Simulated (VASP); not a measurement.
Input of a VASP 6.6.1 run:

INCAR

```
PREC = Accurate
ENCUT = 520
EDIFF = 1E-7
ISMEAR = 0
SIGMA = 0.15
LREAL = F
LASPH = T
NELM = 60
ALGO = Normal
ISIF = 2
LWAVE = F
LCHARG = F
GGA = PS
IVDW = 12
NBANDS = 16
```

The input KPOINTS:

```
Automatic mesh
0
Gamma
  21 21 8
```

POSCAR

```
C
1.0
    2.5383354416      0.0000000000      0.0000000000
   -1.2691677208      2.1982629757      0.0000000000
    0.0000000000      0.0000000000      6.1701857913
C
4
Direct
    0.0000000000      0.0000000000      0.0025000000
    0.0000000000      0.0000000000      0.5025000000
    0.3333333333      0.6666666667      0.0025000000
    0.6666666667      0.3333333333      0.5025000000
```

Potentials or basis: VASP PAW PBE potentials, release 64 (C).

Launch:

```bash
$ cat potpaw_PBE.64/C/POTCAR > POTCAR
$ mpirun -np 1 vasp_std > vasp.out
```

(1) Estimate the pressure.

(2) Estimate the band gap on the k mesh.

## Answers

(1) -24.7 GPa.

(2) zero (bands 8 and 9 overlap by 0.08 eV).

Caveat: the cell stands under tension; the PAW data sets were made with another functional, which shifts forces and pressure a little.
